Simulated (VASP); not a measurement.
# Co in VASP: further runs, part 2 of 2

VASP 6.6.1. Earlier steps stand in the parts before.

## Step 4: Relaxation of cell and atoms, PBE, collinear spin, ferromagnetic start

This run uses another cell than the first one, of 10.89 Å³/atom.

Input file INCAR:

```
  ALGO = Fast
  EDIFF = 1E-7
  EDIFFG = -0.005
  ENCUT = 600
  GGA = PE
  IBRION = 2
  ISIF = 3
  ISMEAR = 0
  ISPIN = 2
  LASPH = True
  LCHARG = False
  LMAXMIX = 4
  LORBIT = 11
  LREAL = False
  LWAVE = False
  MAGMOM = 1.93 1.93
  NELM = 150
  NSW = 100
  PREC = Accurate
  SIGMA = 0.1
```

Input file KPOINTS:

```
k-points
0
Gamma
  18 18 10
```

Input file POSCAR:

```
Co
1.0
    2.4873648738      0.0000000000      0.0000000000
   -1.2436824369      2.1541211692      0.0000000000
    0.0000000000      0.0000000000      4.0632895034
Co
2
Direct
    0.6666666700      0.3333333300      0.2598610000
    0.3333333300      0.6666666700      0.7401390000
```

Potentials or basis: VASP PAW PBE potentials, release 64 (Co).

Command:

```console
$ cat potpaw_PBE.64/Co/POTCAR > POTCAR
$ mpirun -np 1 vasp_std > vasp.out
```

OUTCAR:

```text
EDIFF = 1E-7
   EDIFFG = -0.005
   ENCUT = 600
   GGA = PE
   IBRION = 2
   ISIF = 3
   ISMEAR = 0
   ISPIN = 2
   LASPH = True
   LORBIT = 11
   LREAL = False
   NELM = 150
   NSW = 100
   PREC = Accurate

 ion  position               nearest neighbor table
   1  0.667  0.333  0.260-   2 2.42   2 2.42   2 2.42   2 2.55   2 2.55   2 2.55
   2  0.333  0.667  0.740-   1 2.42   1 2.42   1 2.42   1 2.55   1 2.55   1 2.55

  LATTYP: Found a hexagonal cell.
 ALAT       =     2.4873648738
 C/A-ratio  =     1.6335719565

  Lattice vectors:

 A1 = (   2.4873648738,   0.0000000000,   0.0000000000)
 A2 = (  -1.2436824369,   2.1541211692,   0.0000000000)
 A3 = (   0.0000000000,   0.0000000000,   4.0632895034)

Analysis of symmetry for initial positions (statically):
=====================================================================
 Subroutine PRICEL returns:
 Original cell was already a primitive cell.

 Routine SETGRP: Setting up the symmetry group for a
 hexagonal supercell.

 Subroutine GETGRP returns: Found 12 space group operations
 (whereof 12 operations were pure point group operations)
 out of a pool of 24 trial point group operations.

The static configuration has the point symmetry D_3d.

Analysis of symmetry for dynamics (positions and initial velocities):
=====================================================================
 Subroutine PRICEL returns:
 Original cell was already a primitive cell.

 Routine SETGRP: Setting up the symmetry group for a
 hexagonal supercell.

 Subroutine GETGRP returns: Found 12 space group operations
 (whereof 12 operations were pure point group operations)
 out of a pool of 24 trial point group operations.

[... 470 lines left out ...]

 k-point     1 :       0.0000    0.0000    0.0000
  band No.  band energies     occupation
      1       1.3830      1.00000
      2       5.1687      1.00000
      3       7.6980      1.00000
      4       7.7189      1.00000
      5       7.7189      1.00000
      6       8.0319      1.00000
      7       8.0319      1.00000
      8       8.3785      1.00000
      9       8.3785      1.00000
     10       9.4826      1.00000
     11       9.4826      1.00000
     12      10.2344      0.84138
     13      16.6956      0.00000
     14      32.3239      0.00000
[... 403 lines left out ...]
      4       7.3870      1.00000
      5       7.4977      1.00000
      6       7.7888      1.00000
      7       8.1220      1.00000
      8       9.4683      1.00000
      9       9.6342      1.00000
     10       9.6424      1.00000
     11      11.3991      0.00000
     12      14.9146      0.00000
     13      19.7175      0.00000
     14      20.5092      0.00000
     15      22.7920      0.00000

 [... further k-points ...]

 spin component 2

 k-point     1 :       0.0000    0.0000    0.0000
  band No.  band energies     occupation
      1       1.3700      1.00000
      2       6.0970      1.00000
      3       9.3121      1.00000
      4       9.3398      1.00000
      5       9.3398      1.00000
      6       9.7064      1.00000
      7       9.7064      1.00000
      8      10.1347      0.99203
      9      10.1347      0.99203
     10      10.1624      0.97824
     11      11.3557      0.00000
     12      11.3557      0.00000
     13      17.6944      0.00000
     14      32.0313      0.00000
[... 444 lines left out ...]
  FREE ENERGIE OF THE ION-ELECTRON SYSTEM (eV)
  ---------------------------------------------------
  free  energy   TOTEN  =       -14.0758444848 eV

  energy  without entropy=      -14.0674243405  energy(sigma->0) =      -14.07163441

 reached required accuracy - stopping structural energy minimisation

 total charge

# of ion       s       p       d       tot
------------------------------------------
    1        0.490   0.524   7.267   8.280
    2        0.490   0.524   7.267   8.280
--------------------------------------------------
tot          0.980   1.048  14.533  16.560

 magnetization (x)

# of ion       s       p       d       tot
------------------------------------------
    1       -0.015  -0.056   1.684   1.613
    2       -0.015  -0.056   1.684   1.613
--------------------------------------------------
tot         -0.031  -0.112   3.368   3.226
```

OSZICAR:

```text
N       E                     dE             d eps       ncg     rms          rms(c)
DAV:   1     0.871008188325E+02    0.87101E+02   -0.91381E+03 20032   0.176E+03
DAV:   2    -0.136745947514E+02   -0.10078E+03   -0.93468E+02 19814   0.269E+02
[... 83 lines left out ...]
DAV:   1    -0.140758490405E+02   -0.11925E-04   -0.19161E-03 21326   0.329E-01    0.287E-02
RMM:   2    -0.140758454560E+02    0.35845E-05   -0.34298E-05 19802   0.733E-02    0.147E-02
RMM:   3    -0.140758446325E+02    0.82349E-06   -0.95314E-06 20139   0.375E-02    0.959E-03
RMM:   4    -0.140758443643E+02    0.26820E-06   -0.34851E-06 20070   0.215E-02    0.406E-03
RMM:   5    -0.140758445112E+02   -0.14689E-06   -0.16782E-06 21805   0.121E-02    0.153E-03
RMM:   6    -0.140758444848E+02    0.26444E-07   -0.10710E-07 12657   0.309E-03
   9 F= -.14075844E+02 E0= -.14071634E+02  d E =-.739728E-05  mag=     3.1848
```

Wall time 26 min (1 thread of Intel Xeon Platinum 8175M at 2.50GHz (Skylake/Cascade Lake), shared host); peak memory 0.32 GiB.

Results:

```yaml
Free_energy: -14.0758 eV
Relaxed_volume: 10.81 Å³/atom
Relaxed_cell: a = 2.490 Å, b = 2.490 Å, c = 4.027 Å, α = 90.00°, β = 90.00°, γ = 120.00°
Space_group_after_relaxing_to_0.1_Å: P6_3/mmc (No. 194)
Energy_gained_by_relaxing: 10.2 meV/atom
Ionic_steps: 9
Pressure_after_relaxing: 0.0 GPa
Largest_force_after_relaxing: 0.003 eV/Å
Net_moment: 3.18 μB per cell
Site_moments: Co +1.61 μB
Valence_electrons_inside_the_program's_atomic_spheres: Co 8.28
```

Forces on the atoms (eV/Å):
```
Co   0.000  0.000  0.003
Co   0.000  0.000 -0.003
```

Step by step:
| step | energy change (eV) | largest force (eV/Å) | pressure (GPa) | volume (Å³) |
| --- | --- | --- | --- | --- |
| 1 | 0.0000 | 0.4920 | -0.51 | 21.77 |
| 2 | -0.0169 | 0.1907 | -0.26 | 21.66 |
| 3 | -0.0202 | 0.0195 | 0.39 | 21.58 |
| 4 | -0.0203 | 0.0021 | 0.28 | 21.59 |
| 5 | -0.0203 | 0.0071 | 0.34 | 21.58 |
| 6 | -0.0202 | 0.0109 | -0.44 | 21.66 |
| 7 | -0.0203 | 0.0084 | 0.00 | 21.62 |
| 8 | -0.0203 | 0.0089 | -0.01 | 21.62 |
| 9 | -0.0203 | 0.0035 | 0.01 | 21.62 |

Final structure:
```
Co
1.0
     2.48969    0.00000    0.00000
    -1.24484    2.15613    0.00000
     0.00000    0.00000    4.02735
Co
2
Cartesian
  1.2448 0.7187 1.0065
  0.0000 1.4374 3.0208
```

## Step 5: Summary

```tsv
task	cell	k mesh	cutoff (eV)	gap on the mesh (eV)	pressure (GPa)	moment (μB)
single point	a = 2.455, b = 2.455, c = 4.276 Å, angles 90.0, 90.0, 120.0°, 2 atoms, atomic positions A	24 × 24 × 14	520	none	-4.5	3.30
single point	a = 2.467, b = 2.467, c = 4.276 Å, angles 90.0, 90.0, 120.0°, 2 atoms, atomic positions A	24 × 24 × 14	520	none	-6.5	3.31
relaxation of cell and atoms	relaxed from a = 2.487, b = 2.487, c = 4.063 Å, angles 90.0, 90.0, 120.0°, 2 atoms, atomic positions B	18 × 18 × 10	600	none	0.0	3.18
```

Alike in all rows: level PBE; potentials or basis VASP PAW PBE potentials, release 64 (Co); spin collinear, ferromagnetic start; smearing gaussian 0.1 eV.

Caveats: the stress differs along the axes, from -17 to 2 GPa (at least some runs); the stress differs along the axes, from -18 to -1 GPa (at least some runs).

Total energies depend on the potentials used, so only differences within one code and one set of settings carry meaning.
